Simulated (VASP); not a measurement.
# Sb (R-3m) in VASP: notebook

The runs below take Sb through single point, with PBE.

Program: VASP 6.6.1. These are calculated values, not measurements. Logs are shortened: lines on timing, memory, paths and dates and some standing lists are left out, and cuts for length are marked.

## (1) The cell of the first run

The structure is trigonal, space group R-3m (No. 166). Conventional cell: a = 4.301 Å, b = 4.301 Å, c = 11.232 Å, α = 90.00°, β = 90.00°, γ = 120.00°. Within 3.8 Å of Sb (site symmetry 3m) lie 6 Sb at 2.90 to 3.34 Å.

## (2) Single point, PBE

Contents of INCAR:

```
  ALGO = Normal
  EDIFF = 1E-6
  ENCUT = 520
  GGA = PE
  ISIF = 2
  ISMEAR = 0
  LASPH = True
  LCHARG = False
  LREAL = False
  LWAVE = False
  NBANDS = 12
  NELM = 80
  PREC = Accurate
  SIGMA = 0.1
```

Contents of KPOINTS:

```
k-points
0
Gamma
  6 6 6
```

Contents of POSCAR:

```
Sb
1.0
    2.1506000000      1.2416494900      3.7440000000
   -2.1506000000      1.2416494900      3.7440000000
    0.0000000000     -2.4832989800      3.7440000000
Sb
2
Direct
    0.2336400000      0.2336400000      0.2336400000
    0.7663600000      0.7663600000      0.7663600000
```

Potentials or basis: VASP PAW PBE potentials, release 64 (Sb).

On the command line:

```sh
> cat potpaw_PBE.64/Sb/POTCAR > POTCAR
> mpirun -np 1 vasp_std > vasp.out
```

OUTCAR:

```text
EDIFF = 1E-6
   ENCUT = 520
   GGA = PE
   ISIF = 2
   ISMEAR = 0
   LASPH = True
   LREAL = False
   NELM = 80
   PREC = Accurate

 ion  position               nearest neighbor table
   1  0.234  0.234  0.234-   2 2.90   2 2.90   2 2.90   2 3.34   2 3.34   2 3.34
   2  0.766  0.766  0.766-   1 2.90   1 2.90   1 2.90   1 3.34   1 3.34   1 3.34

  LATTYP: Found a trigonal (rhomboedric) cell.
 ALAT       =     4.4926951617
 COS(alpha) =     0.5417152821

  Lattice vectors:

 A1 = (   2.1506000000,   1.2416494900,   3.7440000000)
 A2 = (  -2.1506000000,   1.2416494900,   3.7440000000)
 A3 = (   0.0000000000,  -2.4832989800,   3.7440000000)

Analysis of symmetry for initial positions (statically):
=====================================================================
 Subroutine PRICEL returns:
 Original cell was already a primitive cell.

 Routine SETGRP: Setting up the symmetry group for a
 trigonal (rhombohedral) supercell.

 Subroutine GETGRP returns: Found 12 space group operations
 (whereof 12 operations were pure point group operations)
 out of a pool of 12 trial point group operations.

The static configuration has the point symmetry D_3d.

Analysis of symmetry for dynamics (positions and initial velocities):
=====================================================================
 Subroutine PRICEL returns:
 Original cell was already a primitive cell.

 Routine SETGRP: Setting up the symmetry group for a
 trigonal (rhombohedral) supercell.

 Subroutine GETGRP returns: Found 12 space group operations
 (whereof 12 operations were pure point group operations)
 out of a pool of 12 trial point group operations.

The dynamic configuration has the point symmetry D_3d.

 Subroutine INISYM returns: Found 12 space group operations
 (whereof 12 operations are pure point group operations),
 and found     1 'primitive' translations

----------------------------------------------------------------------------------------

                                     Primitive cell

  volume of cell :      59.9854

  direct lattice vectors                    reciprocal lattice vectors
     2.150600000  1.241649490  3.744000000     0.232493258  0.134230045  0.089031339
    -2.150600000  1.241649490  3.744000000    -0.232493258  0.134230045  0.089031339
     0.000000000 -2.483298980  3.744000000     0.000000000 -0.268460090  0.089031339

  length of vectors
     4.492695162  4.492695162  4.492695163     0.282838115  0.282838115  0.282838115

  position of ions in fractional coordinates (direct lattice)
     0.233640000  0.233640000  0.233640000
     0.766360000  0.766360000  0.766360000

  ion indices of the primitive-cell ions
   primitive index   ion index
                 1           1
                 2           2

----------------------------------------------------------------------------------------

 KPOINTS: k-points

Automatic generation of k-mesh.
 Grid dimensions read from file:
 generate k-points for:    6    6    6

 Generating k-lattice:

  Cartesian coordinates                     Fractional coordinates (reciprocal lattice)
     0.038748876  0.022371674  0.014838557     0.166666667  0.000000000  0.000000000
    -0.038748876  0.022371674  0.014838557     0.000000000  0.166666667  0.000000000
     0.000000000 -0.044743348  0.014838557     0.000000000  0.000000000  0.166666667

  Length of vectors
     0.047139686  0.047139686  0.047139686

  Shift w.r.t. Gamma in fractional coordinates (k-lattice)
     0.000000000  0.000000000  0.000000000

 Subroutine IBZKPT returns following result:
 ===========================================

 Found     32 irreducible k-points:

 Following reciprocal coordinates:
            Coordinates               Weight
  0.000000  0.000000  0.000000      1.000000
  0.166667 -0.000000  0.000000      6.000000
  0.333333 -0.000000  0.000000      6.000000
  0.500000 -0.000000  0.000000      3.000000
  0.166667  0.166667  0.000000      6.000000
  0.333333  0.166667  0.000000     12.000000
[... 16 lines left out ...]
  0.500000  0.500000  0.166667      6.000000
 -0.333333  0.500000  0.166667     12.000000
 [... further k-points ...]
   k-points           NKPTS =     32   k-points in BZ     NKDIM =     32   number of bands    NBANDS=     12
   number of dos      NEDOS =    301   number of ions     NIONS =      2
   total plane-waves  NPLWV =  46656
   dimension x,y,z NGX =    36 NGY =   36 NGZ =   36
   dimension x,y,z NGXF=    72 NGYF=   72 NGZF=   72
   ions per type =               2
   NGX,Y,Z   is equivalent  to a cutoff of  13.32, 13.32, 13.32 a.u.
   NGXF,Y,Z  is equivalent  to a cutoff of  26.64, 26.64, 26.64 a.u.
 SYSTEM =  unknown system
   PREC   = accura    normal or accurate (medium, high low for compatibility)
   ISTART =      0    job   : 0-new  1-cont  2-samecut
   ICHARG =      2    charge: 1-file 2-atom 10-const
   ISPIN  =      1    spin polarized calculation?
   LNONCOLLINEAR =      F non collinear calculations
   LSORBIT =      F    spin-orbit coupling
   LASPH  =      T    aspherical Exc in radial PAW
   ENCUT  =  520.0 eV  38.22 Ry    6.18 a.u.   8.35  8.35  8.35*2*pi/ulx,y,z
   NELM   =     80;   NELMIN=  2; NELMDL= -5     # of ELM steps
   EDIFF  = 0.1E-05   stopping-criterion for ELM
   LREAL  =      F    real-space projection
   EDIFFG = 0.1E-04   stopping-criterion for IOM
   NSW    =      0    number of steps for IOM
   IBRION =     -1    ionic relax: 0-MD 1-quasi-New 2-CG
   NFREE  =      0    steps in history (QN), initial steepest desc. (CG)
   ISIF   =      2    stress and relaxation
   ISYM   =      2    0-nonsym 1-usesym 2-fastsym
   POTIM  = 0.5000    time-step for ionic-motion
   TEBEG  =    0.0;   TEEND  =   0.0 temperature during run
   PSTRESS=    0.0 pullay stress
   NELECT =      10.0000    total number of electrons
   NUPDOWN=      -1.0000    fix difference up-down
   EMIN   =  10.00;   EMAX   =-10.00  energy-range for DOS
   EFERMI =   0.00;   METHOD = LEGACY
   ISMEAR =     0;   SIGMA  =   0.10  broadening in eV -4-tet -1-fermi 0-gaus
   EFERMI_NEDOS =   21; number of points for ismear=-14 and -15
   IALGO  =     38    algorithm
   IMIX   =      4    mixing-type and parameters
     AMIX     =   0.40;   BMIX     =  1.00
     AMIX_MAG =   1.60;   BMIX_MAG =  1.00
  volume/ion in A,a.u.               =      29.99       202.40
  Fermi-wavevector in a.u.,A,eV,Ry     =   0.901003  1.702649 11.045297  0.811806
  Thomas-Fermi vector in A             =   2.024030
   LORBIT       =      0    0 simple, 1 ext, 2 COOP (PROOUT), +10 PAW based schemes
   GGA     = PE    functional components
   LHFCALC =     F    Hartree Fock is set to
   AEXX    =    0.0000 exact exchange contribution
   IVDW    =     0    specifies the selected vdW correction
   LEPSILON=     F    determine dielectric tensor
   LRPA    =     F    only Hartree local field effects (RPA)
 non-spin polarized calculation
 Gauss-broadening in eV      SIGMA  =   0.10
  energy-cutoff  :      520.00
  volume of cell :       59.99
 maximum number of plane-waves:      1626
 NGX is ok and might be reduce to    36
   NGX = 17   NGY = 17   NGZ = 17

 number of electron      10.0000000 magnetization

 Free energy of the ion-electron system (eV)
  ---------------------------------------------------
  ext. energy  EPLUGINS =         0.00000000
  ---------------------------------------------------
  free energy    TOTEN  =        -8.26158396 eV

  energy without entropy =       -8.25952496  energy(sigma->0) =       -8.26055446

 E-fermi :   7.4346     XC(G=0):  -9.5625

 val. band max:        7.1726602079   @ k =   0.5000  -0.0000   0.0000
 cond. band min:       7.4512048306   @ k =   0.3333   0.1667   0.1667
 fundamental gap:      0.2785446227
 Fermi energy:         7.4345641381

 k-point     1 :       0.0000    0.0000    0.0000
  band No.  band energies     occupation
      1      -5.4002      2.00000
      2       2.6174      2.00000
      3       5.2991      2.00000
      4       5.5571      2.00000
      5       5.5571      2.00000
      6       9.4604      0.00000
      7      10.0883      0.00000
      8      10.0883      0.00000
      9      12.4379      0.00000
     10      12.4379      0.00000
     11      12.6023      0.00000
     12      13.9446      0.00000

 k-point     2 :       0.1667   -0.0000    0.0000
  band No.  band energies     occupation
      1      -5.0921      2.00000
      2       1.4058      2.00000
      3       5.3404      2.00000
      4       5.4937      2.00000
      5       6.0144      2.00000
      6       9.1705      0.00000
      7       9.3796      0.00000
      8       9.4126      0.00000
      9      11.8946      0.00000
     10      12.4061      0.00000
     11      12.7219      0.00000
     12      15.6805      0.00000

 k-point     3 :       0.3333   -0.0000    0.0000
  band No.  band energies     occupation
      1      -4.1863      2.00000
      2      -0.6737      2.00000
      3       5.4219      2.00000
      4       5.4253      2.00000
      5       6.5557      2.00000
      6       8.0617      0.00000
      7       8.1559      0.00000
      8       8.3216      0.00000
      9      13.0299      0.00000
     10      13.8028      0.00000
     11      14.3082      0.00000
     12      17.9714      0.00000

 k-point     4 :       0.5000   -0.0000    0.0000
  band No.  band energies     occupation
      1      -3.0201      2.00000
      2      -2.2949      2.00000
      3       5.4239      2.00000
      4       5.5506      2.00000
      5       7.0816      2.00000
      6       7.1727      1.99979
      7       7.5683      0.05865
      8       7.8547      0.00000
      9      14.9703      0.00000
     10      15.6169      0.00000
     11      16.4413      0.00000
     12      16.4848      0.00000

 k-point     5 :       0.1667    0.1667    0.0000
  band No.  band energies     occupation
      1      -5.0109      2.00000
      2       1.3818      2.00000
      3       4.6409      2.00000
      4       4.9361      2.00000
      5       6.8105      2.00000
      6       8.1357      0.00000
      7       9.7184      0.00000
      8      10.6214      0.00000
      9      11.6931      0.00000
     10      13.1653      0.00000
     11      13.4859      0.00000
     12      14.7063      0.00000
[... 228 lines left out ...]
      1      -2.6798      2.00000
      2      -1.8272      2.00000
      3       2.9188      2.00000
      4       3.0003      2.00000
      5       6.6171      2.00000
      6       7.8948      0.00000
      7      11.4533      0.00000
      8      11.6532      0.00000
      9      12.8385      0.00000
     10      13.3048      0.00000
     11      17.1531      0.00000
     12      17.4142      0.00000

 k-point    22 :      -0.1667    0.3333    0.1667
  band No.  band energies     occupation
      1      -3.4599      2.00000
      2      -0.9844      2.00000
      3       3.1014      2.00000
      4       3.9282      2.00000
      5       5.6509      2.00000
      6       8.6062      0.00000
      7      10.6178      0.00000
      8      10.7294      0.00000
      9      12.4438      0.00000
     10      15.2764      0.00000
     11      15.6785      0.00000
     12      16.6583      0.00000

 k-point    23 :       0.5000    0.5000    0.1667
  band No.  band energies     occupation
      1      -3.3076      2.00000
      2      -0.7572      2.00000
      3       2.1987      2.00000
      4       4.0139      2.00000
      5       4.4105      2.00000
      6       9.5765      0.00000
      7      11.1726      0.00000
      8      12.1439      0.00000
      9      13.1388      0.00000
     10      16.2289      0.00000
     11      16.5242      0.00000
     12      17.0684      0.00000

 k-point    24 :      -0.3333    0.5000    0.1667
  band No.  band energies     occupation
      1      -2.7127      2.00000
      2      -1.3335      2.00000
      3       2.0162      2.00000
      4       2.9143      2.00000
      5       5.5251      2.00000
      6       9.3219      0.00000
      7      10.6483      0.00000
      8      13.0691      0.00000
      9      13.3546      0.00000
     10      14.4374      0.00000
     11      17.1773      0.00000
     12      18.0259      0.00000

 [... further k-points ...]
[... 5 lines left out ...]
  --------------------------------------------------------------------------------------
  -------------------------------------------------------------------------------------
  Total        1.2520169      1.2520169      1.1108195      0.0000000      0.0000000      0.0000000
  in kB       33.4406733     33.4406734     29.6693716      0.0000000      0.0000000      0.0000000
  external PRESSURE =      32.1835728 kB  Pullay stress =       0.0000000 kB

 VOLUME and BASIS-vectors are now :
 -----------------------------------------------------------------------------
  energy-cutoff  :      520.00
  volume of cell :       59.99
      direct lattice vectors                 reciprocal lattice vectors
     2.150600000  1.241649490  3.744000000     0.232493258  0.134230045  0.089031339
    -2.150600000  1.241649490  3.744000000    -0.232493258  0.134230045  0.089031339
     0.000000000 -2.483298980  3.744000000     0.000000000 -0.268460090  0.089031339

 POSITION                                       TOTAL-FORCE (eV/Angst)
 -----------------------------------------------------------------------------------
      0.00000      0.00000      2.62424         0.000000      0.000000      0.134168
      0.00000      0.00000      8.60776         0.000000     -0.000000     -0.134168
 -----------------------------------------------------------------------------------
    total drift:                                0.000000     -0.000000      0.000000

  FREE ENERGIE OF THE ION-ELECTRON SYSTEM (eV)
  ---------------------------------------------------
  free  energy   TOTEN  =        -8.2615839630 eV

  energy  without entropy=       -8.2595249602  energy(sigma->0) =       -8.26055446
```

Wall time 10 s (1 thread of Intel Xeon 6975P-C (Granite Rapids), shared host); peak memory 0.19 GiB.

What came out:

- Free energy: -8.2616 eV
- Pressure: 3.2 GPa
- Largest force: 0.134 eV/Å
- Band gap on the k mesh: zero (band 5 reaches 7.45 eV, above the bottom of band 6 at 7.17 eV)

Forces in eV/Å, atoms in the order of the input:
```
Sb   0.000  0.000  0.134
Sb   0.000  0.000 -0.134
```

Caveat: spin-orbit coupling is left out, which moves the levels of the heavy elements.

## (3) Single point, PBE

This run uses another cell than the first one, of 31.86 Å³/atom, 1.062 times its volume.

Contents of INCAR:

```
  PREC = Accurate
  ENCUT = 520
  EDIFF = 1E-6
  ISMEAR = 0
  SIGMA = 0.1
  LREAL = F
  LASPH = T
  NELM = 100
  ALGO = Normal
  ISIF = 2
  LWAVE = F
  LCHARG = F
  GGA = PE
  NBANDS = 12
```

Contents of KPOINTS:

```
Automatic mesh
0
Gamma
  12 12 12
```

Contents of POSCAR:

```
Sb
1.0
    2.1877460739      1.2630957847      3.8428366343
   -2.1877460739      1.2630957847      3.8428366343
    0.0000000000     -2.5261915694      3.8428366343
Sb
2
Direct
    0.2327608188      0.2327608188      0.2327608188
    0.7672391812      0.7672391812      0.7672391812
```

Potentials or basis: VASP PAW PBE potentials, release 64 (Sb).

On the command line:

```sh
> cat potpaw_PBE.64/Sb/POTCAR > POTCAR
> mpirun -np 1 vasp_std > vasp.out
```

OUTCAR:

```text
PREC = Accurate
   ENCUT = 520
   EDIFF = 1E-6
   ISMEAR = 0
   LREAL = F
   LASPH = T
   NELM = 100
   ISIF = 2
   GGA = PE

 ion  position               nearest neighbor table
   1  0.233  0.233  0.233-   2 2.95   2 2.95   2 2.95   2 3.43   2 3.43   2 3.43
   2  0.767  0.767  0.767-   1 2.95   1 2.95   1 2.95   1 3.43   1 3.43   1 3.43

  LATTYP: Found a trigonal (rhomboedric) cell.
 ALAT       =     4.5988082416
 COS(alpha) =     0.5473805423

  Lattice vectors:

 A1 = (   2.1877460739,   1.2630957847,   3.8428366343)
 A2 = (  -2.1877460739,   1.2630957847,   3.8428366343)
 A3 = (   0.0000000000,  -2.5261915694,   3.8428366343)

Analysis of symmetry for initial positions (statically):
=====================================================================
 Subroutine PRICEL returns:
 Original cell was already a primitive cell.

 Routine SETGRP: Setting up the symmetry group for a
 trigonal (rhombohedral) supercell.

 Subroutine GETGRP returns: Found 12 space group operations
 (whereof 12 operations were pure point group operations)
 out of a pool of 12 trial point group operations.

The static configuration has the point symmetry D_3d.
[... 166 lines left out ...]
 fundamental gap:      0.0796270966
 Fermi energy:         6.5869108495

 k-point     1 :       0.0000    0.0000    0.0000
  band No.  band energies     occupation
      1      -5.7016      2.00000
      2       1.5717      2.00000
      3       4.6850      2.00000
      4       4.9384      2.00000
      5       4.9384      2.00000
      6       8.5949      0.00000
      7       9.2184      0.00000
      8       9.2184      0.00000
      9      11.8100      0.00000
     10      11.8100      0.00000
     11      11.9444      0.00000
     12      13.3452      0.00000
[... 331 lines left out ...]
 k-point    24 :      -0.4167    0.1667    0.0000
  band No.  band energies     occupation
      1      -3.3439      2.00000
      2      -2.6246      2.00000
      3       3.1022      2.00000
      4       4.4674      2.00000
      5       5.0294      2.00000
      6       7.5851      0.00000
      7       7.8261      0.00000
      8       9.5811      0.00000
      9      13.0904      0.00000
     10      13.6466      0.00000
     11      14.2569      0.00000
     12      16.3868      0.00000

 [... further k-points ...]
[... 5 lines left out ...]
  --------------------------------------------------------------------------------------
  -------------------------------------------------------------------------------------
  Total        0.0229056      0.0229056      0.0054430      0.0000000      0.0000000      0.0000000
  in kB        0.5759907      0.5759907      0.1368726      0.0000000      0.0000000      0.0000000
  external PRESSURE =       0.4296180 kB  Pullay stress =       0.0000000 kB

 VOLUME and BASIS-vectors are now :
 -----------------------------------------------------------------------------
  energy-cutoff  :      520.00
  volume of cell :       63.71
      direct lattice vectors                 reciprocal lattice vectors
     2.187746074  1.263095785  3.842836634     0.228545719  0.131950933  0.086741479
    -2.187746074  1.263095785  3.842836634    -0.228545719  0.131950933  0.086741479
     0.000000000 -2.526191569  3.842836634     0.000000000 -0.263901865  0.086741479

 POSITION                                       TOTAL-FORCE (eV/Angst)
 -----------------------------------------------------------------------------------
      0.00000      0.00000      2.68339         0.000000     -0.000000      0.034602
      0.00000      0.00000      8.84512         0.000000      0.000000     -0.034602
 -----------------------------------------------------------------------------------
    total drift:                                0.000000     -0.000000     -0.000000

  FREE ENERGIE OF THE ION-ELECTRON SYSTEM (eV)
  ---------------------------------------------------
  free  energy   TOTEN  =        -8.2753957875 eV

  energy  without entropy=       -8.2747256075  energy(sigma->0) =       -8.27506070
```

It took 40 s on 1 thread of Intel Xeon 6975P-C (Granite Rapids), shared host; peak memory 0.28 GiB.

Results:

- Free energy: -8.2754 eV
- Pressure: 0.0 GPa
- Largest force: 0.035 eV/Å
- Band gap on the k mesh: zero (band 5 reaches 6.60 eV, above the bottom of band 6 at 6.41 eV)

Forces in eV/Å, atoms in the order of the input:
```
Sb   0.000  0.000  0.035
Sb   0.000  0.000 -0.035
```

Levels at points of the mesh, in eV from the Fermi level:
| k point | band 2 | band 3 | band 4 | band 5 | band 6 | band 7 | band 8 | band 9 |
| --- | --- | --- | --- | --- | --- | --- | --- | --- |
| (0.00, 0.00, 0.00) | -5.02 | -1.90 | -1.65 | -1.65 | 2.01 | 2.63 | 2.63 | 5.22 |
| (0.50, 0.00, 0.00) | -9.34 | -1.83 | -1.73 | -0.22 | -0.18 | 0.27 | 0.67 | 7.49 |
| (0.50, 0.50, 0.00) | -7.92 | -5.06 | -3.46 | -3.38 | 1.70 | 4.71 | 5.37 | 6.52 |
| (0.50, 0.50, 0.50) | -8.65 | -1.21 | -1.21 | -0.51 | 0.30 | 0.30 | 1.14 | 6.87 |

Caveat: spin-orbit coupling is left out, which moves the levels of the heavy elements.
